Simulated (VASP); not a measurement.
# PCS4 (I4/mmm) in VASP: notebook

PCS4 is run at these levels: PBE+D3(BJ); tasks: single point, relaxation of cell and atoms.

Program: VASP 6.6.1. These are calculated values, not measurements. Logs are shortened: lines on timing, memory, paths and dates and some standing lists are left out, and cuts for length are marked.

### 1 The cell of the first run

Symmetry: I4/mmm, No. 139, tetragonal system. Conventional cell: a = 5.395 Å, b = 5.395 Å, c = 6.279 Å, α = 90.00°, β = 90.00°, γ = 90.00°. P (site symmetry 4/mmm) has 8 S at 2.47 Å and 2 C at 3.14 Å within 3.3 Å. Within 3.3 Å of C (site symmetry 4/mmm) lie 8 S at 2.47 Å and 2 P at 3.14 Å. S (site symmetry 2/m) has 2 P at 2.47 Å and 2 C at 2.47 Å and 6 S at 2.70 to 3.14 Å within 3.3 Å.

The cell was generated, and may not be a known phase.

### 2 Single point, PBE+D3(BJ)

INCAR

```
SYSTEM = PCS4
  PREC = Accurate
  ENCUT = 520
  EDIFF = 1E-7
  ISMEAR = 0
  SIGMA = 0.1
  LREAL = .FALSE.
  LASPH = .TRUE.
  NELM = 80
  ALGO = Normal
  ISIF = 2
  LWAVE = .FALSE.
  LCHARG = .TRUE.
  GGA = PE
  IVDW = 12
  LELF = .TRUE.
  LVHAR = .TRUE.
  NBANDS = 26
```

KPOINTS

```
regular mesh
0
G
  4 4 4
  0 0 0
```

POSCAR

```
PCS4
1.0
   -2.6975797451      2.6975797451      3.1396549464
    2.6975797451     -2.6975797451      3.1396549464
    2.6975797451      2.6975797451     -3.1396549464
P C S
1 1 4
Direct
    0.0000000000      0.0000000000      0.0000000000
    0.5000000000      0.5000000000      0.0000000000
    0.5000000000      0.5000000000      0.5000000000
    0.0000000000      0.0000000000      0.5000000000
    0.5000000000      0.0000000000      0.0000000000
    0.0000000000      0.5000000000      0.0000000000
```

Potentials or basis: VASP PAW PBE potentials, release 64 (P, C, S).

On the command line:

```sh
$ cat potpaw_PBE.64/P/POTCAR potpaw_PBE.64/C/POTCAR potpaw_PBE.64/S/POTCAR > POTCAR
$ mpirun -np 1 vasp_std > vasp.out
```

OUTCAR:

```text
SYSTEM = PCS4
   PREC = Accurate
   ENCUT = 520
   EDIFF = 1E-7
   ISMEAR = 0
   LREAL = .FALSE.
   LASPH = .TRUE.
   NELM = 80
   ISIF = 2
   GGA = PE
   IVDW = 12
 IVDW          = 12

 ion  position               nearest neighbor table
   1  0.000  0.000  0.000-   3 2.47   4 2.47   5 2.47   6 2.47   4 2.47   6 2.47   5 2.47   3 2.47

   2  0.500  0.500  0.000-
   3  0.500  0.500  0.500-   1 2.47   1 2.47   6 2.70   5 2.70   6 2.70   5 2.70
   4  0.000  0.000  0.500-   1 2.47   1 2.47   6 2.70   5 2.70   6 2.70   5 2.70
   5  0.500  0.000  0.000-   1 2.47   1 2.47   4 2.70   3 2.70   3 2.70   4 2.70
   6  0.000  0.500  0.000-   1 2.47   1 2.47   4 2.70   3 2.70   4 2.70   3 2.70

  LATTYP: Found a body centered tetragonal cell.
 ALAT       =     5.3951594902
 C/A-ratio  =     1.1638784552

  Lattice vectors:

 A1 = (  -2.6975797451,   2.6975797451,   3.1396549464)
 A2 = (   2.6975797451,  -2.6975797451,   3.1396549464)
 A3 = (   2.6975797451,   2.6975797451,  -3.1396549464)

Analysis of symmetry for initial positions (statically):
=====================================================================
 Subroutine PRICEL returns:
 Original cell was already a primitive cell.

 Routine SETGRP: Setting up the symmetry group for a
 body centered tetragonal supercell.

 Subroutine GETGRP returns: Found 16 space group operations
 (whereof 16 operations were pure point group operations)
 out of a pool of 16 trial point group operations.

The static configuration has the point symmetry D_4h.

Analysis of symmetry for dynamics (positions and initial velocities):
=====================================================================
 Subroutine PRICEL returns:
 Original cell was already a primitive cell.

 Routine SETGRP: Setting up the symmetry group for a
 body centered tetragonal supercell.

 Subroutine GETGRP returns: Found 16 space group operations
 (whereof 16 operations were pure point group operations)
 out of a pool of 16 trial point group operations.

The dynamic configuration has the point symmetry D_4h.

 Subroutine INISYM returns: Found 16 space group operations
 (whereof 16 operations are pure point group operations),
 and found     1 'primitive' translations

----------------------------------------------------------------------------------------

                                     Primitive cell

  volume of cell :      91.3883

  direct lattice vectors                    reciprocal lattice vectors
    -2.697579745  2.697579745  3.139654946     0.000000000  0.185351332  0.159253169
     2.697579745 -2.697579745  3.139654946     0.185351332  0.000000000  0.159253169
     2.697579745  2.697579745 -3.139654946     0.185351332  0.185351332  0.000000000

  length of vectors
     4.940779913  4.940779913  4.940779913     0.244369982  0.244369982  0.262126368

  position of ions in fractional coordinates (direct lattice)
     0.000000000  0.000000000  0.000000000
     0.500000000  0.500000000  0.000000000
     0.500000000  0.500000000  0.500000000
     1.000000000  1.000000000  0.500000000
     0.500000000  0.000000000  0.000000000
     0.000000000  0.500000000  0.000000000

  ion indices of the primitive-cell ions
   primitive index   ion index
                 1           1
                 2           2
                 3           3
                 4           4
                 5           5
                 6           6

----------------------------------------------------------------------------------------

 KPOINTS: regular mesh

Automatic generation of k-mesh.
 Grid dimensions read from file:
 generate k-points for:    4    4    4

 Generating k-lattice:

  Cartesian coordinates                     Fractional coordinates (reciprocal lattice)
     0.000000000  0.046337833  0.039813292     0.250000000  0.000000000 -0.000000000
     0.046337833  0.000000000  0.039813292     0.000000000  0.250000000 -0.000000000
     0.046337833  0.046337833  0.000000000     0.000000000  0.000000000  0.250000000

  Length of vectors
     0.061092496  0.061092496  0.065531592

  Shift w.r.t. Gamma in fractional coordinates (k-lattice)
     0.000000000  0.000000000  0.000000000

 Subroutine IBZKPT returns following result:
 ===========================================

 Found     13 irreducible k-points:

 Following reciprocal coordinates:
            Coordinates               Weight
  0.000000  0.000000  0.000000      1.000000
  0.250000 -0.000000  0.000000      8.000000
  0.500000 -0.000000  0.000000      4.000000
  0.250000  0.250000  0.000000      8.000000
  0.500000  0.250000  0.000000     16.000000
 -0.250000  0.250000  0.000000      4.000000
  0.500000  0.500000  0.000000      2.000000
  0.250000  0.250000  0.250000      2.000000
 -0.250000  0.250000  0.250000      4.000000
  0.500000  0.500000  0.250000      4.000000
 -0.250000  0.500000  0.250000      8.000000
 -0.250000 -0.250000  0.250000      2.000000
  0.500000  0.500000  0.500000      1.000000
[... 114 lines left out ...]
      3      -6.4323      2.00000
      4      -4.9191      2.00000
      5      -3.0309      2.00000
      6      -1.9099      2.00000
[... 18 lines left out ...]
     25      12.9971      0.00000
     26      14.1372      0.00000

 k-point     5 :       0.5000    0.2500    0.0000
  band No.  band energies     occupation
      1      -8.6397      2.00000
      2      -7.3425      2.00000
      3      -6.3518      2.00000
      4      -5.4161      2.00000
      5      -3.0683      2.00000
      6      -1.8232      2.00000
[... 18 lines left out ...]
     25      13.2443      0.00000
     26      13.5103      0.00000

 k-point     6 :      -0.2500    0.2500    0.0000
  band No.  band energies     occupation
      1      -9.5019      2.00000
      2      -6.0528      2.00000
      3      -5.6848      2.00000
      4      -5.4600      2.00000
      5      -3.2081      2.00000
      6      -0.8682      2.00000
[... 18 lines left out ...]
     25      12.0534      0.00000
     26      13.0771      0.00000

 k-point     7 :       0.5000    0.5000    0.0000
  band No.  band energies     occupation
      1      -8.4974      2.00000
      2      -7.1750      2.00000
      3      -6.4573      2.00000
      4      -5.8803      2.00000
      5      -3.6027      2.00000
      6      -0.8472      2.00000
[... 18 lines left out ...]
     25      14.1055      0.00000
     26      14.2096      0.00000

 k-point     8 :       0.2500    0.2500    0.2500
  band No.  band energies     occupation
      1      -8.0436      2.00000
      2      -7.4392      2.00000
      3      -6.6291      2.00000
      4      -6.6291      2.00000
      5      -1.7566      2.00000
      6      -1.5666      2.00000
[... 18 lines left out ...]
     25      15.4190      0.00000
     26      15.4681      0.00000

 k-point     9 :      -0.2500    0.2500    0.2500
  band No.  band energies     occupation
      1      -9.0026      2.00000
      2      -7.1583      2.00000
      3      -5.7688      2.00000
      4      -4.5386      2.00000
      5      -3.9250      2.00000
      6      -2.7095      2.00000
[... 18 lines left out ...]
     25      12.0552      0.00000
     26      12.2046      0.00000

 k-point    10 :       0.5000    0.5000    0.2500
  band No.  band energies     occupation
      1      -7.9641      2.00000
      2      -7.6308      2.00000
      3      -6.9767      2.00000
      4      -4.3259      2.00000
      5      -4.1742      2.00000
      6      -3.1831      2.00000
[... 18 lines left out ...]
     25      14.7282      0.00000
     26      15.1774      0.00000

 k-point    11 :      -0.2500    0.5000    0.2500
  band No.  band energies     occupation
      1      -8.3580      2.00000
      2      -7.6237      2.00000
      3      -6.3534      2.00000
      4      -4.4888      2.00000
      5      -3.8077      2.00000
      6      -3.3051      2.00000
[... 18 lines left out ...]
     25      14.3342      0.00000
     26      15.1623      0.00000

 k-point    12 :      -0.2500   -0.2500    0.2500
  band No.  band energies     occupation
      1      -9.3126      2.00000
      2      -6.2084      2.00000
      3      -6.2084      2.00000
      4      -4.7874      2.00000
      5      -3.6108      2.00000
      6      -2.0800      2.00000
[... 18 lines left out ...]
     25      11.8007      0.00000
     26      13.5218      0.00000

 k-point    13 :       0.5000    0.5000    0.5000
  band No.  band energies     occupation
      1      -8.1293      2.00000
      2      -6.7512      2.00000
      3      -6.7512      2.00000
      4      -5.9173      2.00000
      5      -4.1407      2.00000
      6      -3.0473      2.00000
[... 18 lines left out ...]
     25      15.2374      0.00000
     26      15.8573      0.00000

------------------------ aborting loop because EDIFF is reached ----------------------------------------

 Edisp (eV)   -2.04422

 E8    (eV) :    -0.7221

  FORCE on cell =-STRESS in cart. coord.  units (eV):
  Direction    XX          YY          ZZ          XY          YZ          ZX
  --------------------------------------------------------------------------------------
  -------------------------------------------------------------------------------------
  Total      -0.19380    -0.19380     0.03044     0.00000    -0.00000     0.00000
  in kB      -3.39756    -3.39756     0.53361     0.00000    -0.00000     0.00000
  external pressure =       -2.09 kB  Pullay stress =        0.00 kB

 VOLUME and BASIS-vectors are now :
 -----------------------------------------------------------------------------
  energy-cutoff  :      520.00
  volume of cell :       91.39
      direct lattice vectors                 reciprocal lattice vectors
    -2.697579745  2.697579745  3.139654946     0.000000000  0.185351332  0.159253169
     2.697579745 -2.697579745  3.139654946     0.185351332  0.000000000  0.159253169
     2.697579745  2.697579745 -3.139654946     0.185351332  0.185351332  0.000000000

 POSITION                                       TOTAL-FORCE (eV/Angst)
 -----------------------------------------------------------------------------------
      0.00000      0.00000      0.00000        -0.000000      0.000000     -0.000000
      0.00000      0.00000      3.13965        -0.000000      0.000000     -0.000000
      1.34879      1.34879      1.56983        -0.000000      0.000000      0.000000
      1.34879      1.34879     -1.56983         0.000000      0.000000     -0.000000
     -1.34879      1.34879      1.56983         0.000000     -0.000000     -0.000000
      1.34879     -1.34879      1.56983        -0.000000     -0.000000     -0.000000
 -----------------------------------------------------------------------------------
    total drift:                                0.000000     -0.000000      0.000000

  FREE ENERGIE OF THE ION-ELECTRON SYSTEM (eV)
  ---------------------------------------------------
  free  energy   TOTEN  =       -24.3491867723 eV

  energy  without entropy=      -24.3271756621  energy(sigma->0) =      -24.33818122
```

Wall time 26 s (1 thread of Intel Xeon 6975P-C (Granite Rapids), shared host); peak memory 0.24 GiB.

Results:

```yaml
Free_energy: -24.3492 eV
Pressure: -0.2 GPa
Band_gap_on_the_k_mesh: zero (an odd number of electrons rules out a gap without spin polarisation)
Dispersion_energy_per_atom: -0.341 eV
```

Stress tensor (GPa, compression positive):
```
-0.34  0.00  0.00
 0.00 -0.34  0.00
 0.00  0.00  0.05
```

Caveat: the k points lie up to 0.38 Å⁻¹ apart, too coarse for converged energies and pressures of a metal; an odd number of electrons without spin polarisation forces a metal; a magnetic or distorted state may lie lower.

### 3 Single point, PBE+D3(BJ)

This run uses another cell than the first one, of 22.60 Å³/atom.

INCAR

```
PREC     = Accurate       # precision mode
ENCUT    = 520            # plane-wave cutoff, eV
EDIFF    = 1E-6           # SCF threshold, eV
ISMEAR   = 0              # smearing method
SIGMA    = 0.1            # smearing width, eV
LREAL    = False          # projectors in reciprocal space
LASPH    = True           # aspherical terms in the spheres
NELM     = 60             # most SCF steps
ALGO     = Normal         # electronic algorithm
ISIF     = 2              # what is computed and relaxed
LWAVE    = False          # write WAVECAR
LCHARG   = False          # write CHGCAR
GGA      = PE             # functional
IVDW     = 12             # dispersion correction
NBANDS   = 26             # bands
```

KPOINTS

```
Automatic mesh
0
Gamma
  4 4 4
```

POSCAR: that of step 2 with these lines changed.

```diff
@@ -2,5 +2,5 @@
 1.0
-   -2.6975797451      2.6975797451      3.1396549464
-    2.6975797451     -2.6975797451      3.1396549464
-    2.6975797451      2.6975797451     -3.1396549464
+   -3.0392768300      3.0392768300      3.6705188100
+    3.0392768300     -3.0392768300      3.6705188100
+    3.0392768300      3.0392768300     -3.6705188100
 P C S
```

Potentials or basis: VASP PAW PBE potentials, release 64 (P, C, S).

On the command line:

```sh
$ cat potpaw_PBE.64/P/POTCAR potpaw_PBE.64/C/POTCAR potpaw_PBE.64/S/POTCAR > POTCAR
$ mpirun -np 1 vasp_std > vasp.out
```

Wall time 29 s (1 thread of Intel Xeon 6975P-C (Granite Rapids), shared host); peak memory 0.26 GiB.

It converged, with:

```yaml
Free_energy: -21.5660 eV
Pressure: -14.7 GPa
Band_gap_on_the_k_mesh: zero (an odd number of electrons rules out a gap without spin polarisation)
Dispersion_energy_per_atom: -0.240 eV
```

Stress tensor (GPa, compression positive):
```
-15.18   0.00   0.00
  0.00 -15.18   0.00
  0.00   0.00 -13.75
```

Levels at points of the mesh, in eV from the Fermi level:
| k point | band 13 | band 14 | band 15 | band 16 | band 17 | band 18 | band 19 | band 20 | band 21 | band 22 |
| --- | --- | --- | --- | --- | --- | --- | --- | --- | --- | --- |
| (0.00, 0.00, 0.00) | -2.62 | 0.15 | 0.15 | 0.21 | 1.34 | 1.69 | 2.34 | 2.39 | 2.39 | 3.53 |
| (0.50, 0.00, 0.00) | -1.52 | -1.41 | -1.31 | -0.98 | 0.07 | 0.19 | 0.84 | 0.96 | 1.98 | 2.36 |
| (0.50, 0.50, 0.00) | -1.50 | -1.30 | -1.19 | -1.16 | -0.73 | -0.68 | -0.42 | 0.33 | 1.84 | 2.32 |
| (0.50, 0.50, 0.50) | -0.66 | -0.66 | -0.60 | -0.60 | -0.58 | -0.10 | 0.21 | 0.21 | 0.85 | 0.85 |

Caveat: the cell stands under tension; an odd number of electrons without spin polarisation forces a metal; a magnetic or distorted state may lie lower.

### 4 Relaxation of cell and atoms, PBE+D3(BJ)

This run uses another cell than the first one, of 22.60 Å³/atom.

INCAR

```
PREC = Accurate
ENCUT = 600
EDIFF = 1E-7
ISMEAR = 0
SIGMA = 0.1
LREAL = F
LASPH = T
NELM = 60
ALGO = Normal
ISIF = 3
LWAVE = F
LCHARG = F
GGA = PE
IVDW = 12
IBRION = 2
NSW = 90
EDIFFG = -0.04
```

KPOINTS

```
regular mesh
0
Gamma
  4 4 4
```

POSCAR is that of step 3.

On the command line:

```sh
$ cat potpaw_PBE.64/P/POTCAR potpaw_PBE.64/C/POTCAR potpaw_PBE.64/S/POTCAR > POTCAR
$ mpirun -np 1 vasp_std > vasp.out
```

Run time: 3.1 min. Hardware: 1 thread of Intel Xeon 6975P-C (Granite Rapids), shared host; peak memory 0.36 GiB.

The run converged. Its results:

```
Free energy                           : -24.3569 eV
Relaxed volume                        : 15.20 Å³/atom
Relaxed cell                          : a = 4.939 Å, b = 4.939 Å, c = 4.939 Å, α = 113.99°, β = 113.99°, γ = 100.76°
Space group after relaxing (to 0.1 Å) : I4/mmm (No. 139)
Energy gained by relaxing             : 465.1 meV/atom
Ionic steps                           : 8
Pressure after relaxing               : 0.1 GPa
Band gap on the k mesh                : zero (an odd number of electrons rules out a gap without spin polarisation)
Dispersion energy per atom            : -0.342 eV
```

Stress tensor (GPa, compression positive):
```
 0.19  0.00  0.00
 0.00  0.19  0.00
 0.00  0.00 -0.09
```

The path:
```csv
step,energy change (eV),largest force (eV/Å),pressure (GPa),volume (Å³)
1,0.0000,0.0000,-14.69,135.62
2,-2.6448,0.0000,-5.30,98.88
3,-2.7574,0.0000,0.17,92.41
4,-2.7568,0.0000,-0.58,93.17
5,-2.7756,0.0000,-0.51,92.89
6,-2.7874,0.0000,-0.58,92.52
7,-2.7884,0.0000,-0.67,92.38
8,-2.7906,0.0000,0.10,91.17
```

Final structure:
```
P C S
1.0
    -2.69024    2.69024    3.14938
     2.69024   -2.69024    3.14938
     2.69024    2.69024   -3.14938
P C S
1 1 4
Direct
  0.00000 0.00000 0.00000
  0.50000 0.50000 0.00000
  0.50000 0.50000 0.50000
  0.00000 0.00000 0.50000
  0.50000 0.00000 0.00000
  0.00000 0.50000 0.00000
```

Levels at points of the mesh, in eV from the Fermi level:
```
           k point  band 13  band 14  band 15  band 16  band 17  band 18  band 19  band 20
(0.00, 0.00, 0.00)    -4.00     0.05     0.05     0.64     2.32     2.34     2.53     2.98
(0.50, 0.00, 0.00)    -2.55    -2.00    -1.84    -1.83     0.08     0.15     1.23     1.49
(0.50, 0.50, 0.00)    -2.48    -2.16    -1.74    -1.66    -1.44    -1.04    -0.53     0.67
(0.50, 0.50, 0.50)    -1.59    -1.33    -0.96    -0.96    -0.66     0.06     0.85     0.85
```

Caveat: the volume moved by over 15 % at a fixed basis, so the end points are rough; an odd number of electrons without spin polarisation forces a metal; a magnetic or distorted state may lie lower.

### 5 Summary

```tsv
task	cell	cutoff (eV)	gap on the mesh (eV)	pressure (GPa)
single point	a = 4.941 Å, angles 113.8, 113.8, 101.1°, 6 atoms	520	none	-0.2
single point	a = 5.652 Å, angles 114.9, 114.9, 99.0°, 6 atoms	520	none	-14.7
relaxation of cell and atoms	relaxed from a = 5.652 Å, angles 114.9, 114.9, 99.0°, 6 atoms	600	none	0.1
```

Alike in all rows: level PBE+D3(BJ); potentials or basis VASP PAW PBE potentials, release 64 (P, C, S); no spin polarisation; k mesh 4 × 4 × 4; smearing gaussian 0.1 eV.

Caveats: some runs use coarse meshes; an odd number of electrons without spin polarisation forces a metal; a magnetic or distorted state may lie lower; the cell stands under tension (at least some runs); the volume moved by over 15 % at a fixed basis, so the end points are rough (at least some runs).

Total energies depend on the potentials used, so only differences within one code and one set of settings carry meaning.
